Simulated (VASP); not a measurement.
# Cu (I4/mmm) in VASP: further runs, part 2 of 2

VASP 6.6.1. Earlier steps stand in the parts before.

### 3 Single point, LDA

INCAR

```
SYSTEM = Cu
PREC = Accurate
ENCUT = 520
EDIFF = 1E-6
ISMEAR = 0
SIGMA = 0.15
LREAL = .FALSE.
LASPH = .TRUE.
NELM = 80
ALGO = Fast
ISIF = 2
LWAVE = .FALSE.
LCHARG = .FALSE.
GGA = CA
NBANDS = 12
```

KPOINTS

```
regular mesh
0
G
  22 22 22
  0 0 0
```

POSCAR

```
Cu
1.0
   -1.4452500000      1.4452500000      1.3578500000
    1.4452500000     -1.4452500000      1.3578500000
    1.4452500000      1.4452500000     -1.3578500000
Cu
1
Direct
    0.0000000000      0.0000000000      0.0000000000
```

Potentials or basis: VASP PAW LDA potentials, release 64 (Cu).

Run with:

```bash
$ cat potpaw_LDA.64/Cu/POTCAR > POTCAR
$ mpirun -np 1 vasp_std > vasp.out
```

OUTCAR:

```text
SYSTEM = Cu
   PREC = Accurate
   ENCUT = 520
   EDIFF = 1E-6
   ISMEAR = 0
   LREAL = .FALSE.
   LASPH = .TRUE.
   NELM = 80
   ISIF = 2
   GGA = CA

 ion  position               nearest neighbor table
   1  0.000  0.000  0.000-

  LATTYP: Found a body centered tetragonal cell.
 ALAT       =     2.8905000000
 C/A-ratio  =     0.9395260336

  Lattice vectors:

 A1 = (  -1.4452500000,   1.4452500000,   1.3578500000)
 A2 = (   1.4452500000,  -1.4452500000,   1.3578500000)
 A3 = (   1.4452500000,   1.4452500000,  -1.3578500000)

Analysis of symmetry for initial positions (statically):
=====================================================================
 Subroutine PRICEL returns:
 Original cell was already a primitive cell.

 Routine SETGRP: Setting up the symmetry group for a
 body centered tetragonal supercell.

 Subroutine GETGRP returns: Found 16 space group operations
 (whereof 16 operations were pure point group operations)
 out of a pool of 16 trial point group operations.

The static configuration has the point symmetry D_4h.

Analysis of symmetry for dynamics (positions and initial velocities):
=====================================================================
 Subroutine PRICEL returns:
 Original cell was already a primitive cell.

 Routine SETGRP: Setting up the symmetry group for a
 body centered tetragonal supercell.

 Subroutine GETGRP returns: Found 16 space group operations
 (whereof 16 operations were pure point group operations)
 out of a pool of 16 trial point group operations.

The dynamic configuration has the point symmetry D_4h.

 Subroutine INISYM returns: Found 16 space group operations
 (whereof 16 operations are pure point group operations),
 and found     1 'primitive' translations

----------------------------------------------------------------------------------------

                                     Primitive cell

  volume of cell :      11.3448

  direct lattice vectors                    reciprocal lattice vectors
[... 114 lines left out ...]
   LEPSILON=     F    determine dielectric tensor
   LRPA    =     F    only Hartree local field effects (RPA)
 non-spin polarized calculation
 RMM-DIIS sequential band-by-band and
 Gauss-broadening in eV      SIGMA  =   0.15
  energy-cutoff  :      520.00
  volume of cell :       11.34
 maximum number of plane-waves:       320
   NGX =  9   NGY =  9   NGZ =  9

 number of electron      11.0000009 magnetization

 Free energy of the ion-electron system (eV)
  ---------------------------------------------------
  ext. energy  EPLUGINS =         0.00000000
  ---------------------------------------------------
  free energy    TOTEN  =        -4.66306681 eV

  energy without entropy =       -4.65878732  energy(sigma->0) =       -4.66092707

 E-fermi :   7.8578     XC(G=0): -13.3404

 val. band max:        7.8542840519   @ k =   0.4091   0.0909   0.0000
 cond. band min:       7.8578810052   @ k =   0.5000   0.1818   0.1364
 fundamental gap:      0.0035969533
 Fermi energy:         7.8578147133

 k-point     1 :       0.0000    0.0000    0.0000
  band No.  band energies     occupation
      1      -1.7994      2.00000
      2       4.4034      2.00000
      3       4.6715      2.00000
      4       4.6715      2.00000
      5       5.5028      2.00000
      6       5.7878      2.00000
      7      32.6743      0.00000
      8      32.6743      0.00000
      9      34.4080      0.00000
     10      36.8053      0.00000
     11      36.8569      0.00000
     12      36.9031      0.00000
[... 331 lines left out ...]
 k-point    24 :      -0.4545    0.0455   -0.0000
  band No.  band energies     occupation
      1       2.5383      2.00000
      2       3.7592      2.00000
      3       5.6310      2.00000
      4       5.7074      2.00000
      5       6.1053      2.00000
      6       6.9012      2.00000
      7      14.0095      0.00000
      8      24.4728      0.00000
      9      25.4714      0.00000
     10      29.9277      0.00000
     11      32.9590      0.00000
     12      42.3089      0.00000

 [... further k-points ...]

------------------------ aborting loop because EDIFF is reached ----------------------------------------

  FORCE on cell =-STRESS in cart. coord.  units (eV):
  Direction    XX          YY          ZZ          XY          YZ          ZX
  --------------------------------------------------------------------------------------
  -------------------------------------------------------------------------------------
  Total       -0.3695122     -0.3695122     -0.3763174      0.0000000     -0.0000000      0.0000000
  in kB      -52.1845153    -52.1845153    -53.1455846      0.0000000     -0.0000000      0.0000000
  external PRESSURE =     -52.5048717 kB  Pullay stress =       0.0000000 kB

 VOLUME and BASIS-vectors are now :
 -----------------------------------------------------------------------------
  energy-cutoff  :      520.00
  volume of cell :       11.34
      direct lattice vectors                 reciprocal lattice vectors
    -1.445250000  1.445250000  1.357850000     0.000000000  0.345960906  0.368229186
     1.445250000 -1.445250000  1.357850000     0.345960906  0.000000000  0.368229186
     1.445250000  1.445250000 -1.357850000     0.345960906  0.345960906  0.000000000

 POSITION                                       TOTAL-FORCE (eV/Angst)
 -----------------------------------------------------------------------------------
      0.00000      0.00000      0.00000        -0.000000      0.000000     -0.000000
 -----------------------------------------------------------------------------------
    total drift:                                0.000000      0.000000      0.000000

  FREE ENERGIE OF THE ION-ELECTRON SYSTEM (eV)
  ---------------------------------------------------
  free  energy   TOTEN  =        -4.6630668116 eV

  energy  without entropy=       -4.6587873187  energy(sigma->0) =       -4.66092707
```

OSZICAR:

```text
N       E                     dE             d eps       ncg     rms          rms(c)
DAV:   1     0.416678700353E+02    0.41668E+02   -0.53557E+03 22528   0.158E+03
DAV:   2    -0.432180239655E+01   -0.45990E+02   -0.42468E+02 20740   0.207E+02
DAV:   3    -0.565183089874E+01   -0.13300E+01   -0.13222E+01 23140   0.402E+01
DAV:   4    -0.566021114995E+01   -0.83803E-02   -0.83791E-02 22536   0.281E+00
DAV:   5    -0.566029301650E+01   -0.81867E-04   -0.81865E-04 23408   0.283E-01    0.791E+00
RMM:   6    -0.502041640259E+01    0.63988E+00   -0.31800E+00 25112   0.337E+01    0.437E+00
RMM:   7    -0.468167307835E+01    0.33874E+00   -0.46083E-01 24922   0.125E+01    0.108E+00
RMM:   8    -0.466499065733E+01    0.16682E-01   -0.19542E-02 25769   0.142E+00    0.319E-01
RMM:   9    -0.466300732061E+01    0.19833E-02   -0.38605E-03 26198   0.116E+00    0.249E-02
RMM:  10    -0.466305957845E+01   -0.52258E-04   -0.63221E-04 26657   0.352E-01    0.255E-02
RMM:  11    -0.466306558507E+01   -0.60066E-05   -0.12957E-04 27541   0.116E-01    0.896E-03
RMM:  12    -0.466306658704E+01   -0.10020E-05   -0.17782E-05 26507   0.487E-02    0.456E-03
RMM:  13    -0.466306681158E+01   -0.22453E-06   -0.29945E-06 20136   0.171E-02
   1 F= -.46630668E+01 E0= -.46609271E+01  d E =-.427949E-02
```

Run time: 38 s. Hardware: 1 thread of Intel Xeon 6975P-C (Granite Rapids), shared host; peak memory 0.21 GiB.

What came out:

```yaml
Free_energy: -4.6631 eV
Pressure: -5.3 GPa
```

Levels at points of the mesh, in eV from the Fermi level:
| k point | band 4 | band 5 | band 6 | band 7 | band 8 | band 9 |
| --- | --- | --- | --- | --- | --- | --- |
| (0.00, 0.00, 0.00) | -3.19 | -2.36 | -2.07 | 24.82 | 24.82 | 26.55 |
| (0.50, 0.00, 0.00) | -1.96 | -1.42 | -0.50 | 4.79 | 17.32 | 17.32 |
| (0.50, 0.50, 0.00) | -2.15 | -1.45 | -0.99 | 4.09 | 19.00 | 19.21 |
| (0.50, 0.50, 0.50) | -1.62 | -1.56 | 7.53 | 7.53 | 9.98 | 13.39 |

### 4 Single point, LDA

This run uses another cell than the first one, of 11.48 Å³/atom, 1.012 times its volume.

INCAR

```
PREC = Accurate
ENCUT = 520
EDIFF = 1E-6
ISMEAR = 0
SIGMA = 0.15
LREAL = F
LASPH = T
NELM = 100
ALGO = Normal
ISIF = 2
LWAVE = F
LCHARG = F
GGA = CA
NBANDS = 12
```

KPOINTS

```
Automatic mesh
0
Gamma
  22 22 22
```

POSCAR

```
Cu
1.0
   -1.4273957576      1.4273957576      1.4081500000
    1.4273957576     -1.4273957576      1.4081500000
    1.4273957576      1.4273957576     -1.4081500000
Cu
1
Direct
    0.0000000000      0.0000000000      0.0000000000
```

Run with:

```bash
$ cat potpaw_LDA.64/Cu/POTCAR > POTCAR
$ mpirun -np 1 vasp_std > vasp.out
```

Wall time 32 s (1 thread of Intel Xeon 6975P-C (Granite Rapids), shared host); peak memory 0.21 GiB.

Results (log left out):

```yaml
Free_energy: -4.6569 eV
Pressure: -7.3 GPa
```

Stress tensor (GPa, compression positive):
```
-7.17  0.00  0.00
 0.00 -7.17  0.00
 0.00  0.00 -7.44
```

Levels at points of the mesh, in eV from the Fermi level:
```csv
k point,band 4,band 5,band 6,band 7,band 8,band 9
"(0.00, 0.00, 0.00)",-3.22,-2.20,-2.14,25.31,25.31,25.63
"(0.50, 0.00, 0.00)",-2.04,-1.40,-0.60,4.53,17.63,17.63
"(0.50, 0.50, 0.00)",-2.07,-1.41,-0.71,4.38,17.99,18.03
"(0.50, 0.50, 0.50)",-1.59,-1.58,8.10,8.10,8.61,13.79
```

### 5 The runs side by side

```csv
cell,gap on the mesh (eV),pressure (GPa)
"a = 2.452 Å, angles 108.8, 108.8, 110.8°, 1 atom",none,-5.3
"a = 2.454 Å, angles 107.8, 107.8, 112.8°, 1 atom",none,-5.3
"a = 2.461 Å, angles 109.1, 109.1, 110.2°, 1 atom",none,-7.3
```

Alike in all rows: task single point; level LDA; potentials or basis VASP PAW LDA potentials, release 64 (Cu); no spin polarisation; k mesh 22 × 22 × 22; cutoff (eV) 520; smearing gaussian 0.15 eV.

Absolute energies hang on the potentials; compare differences alone.
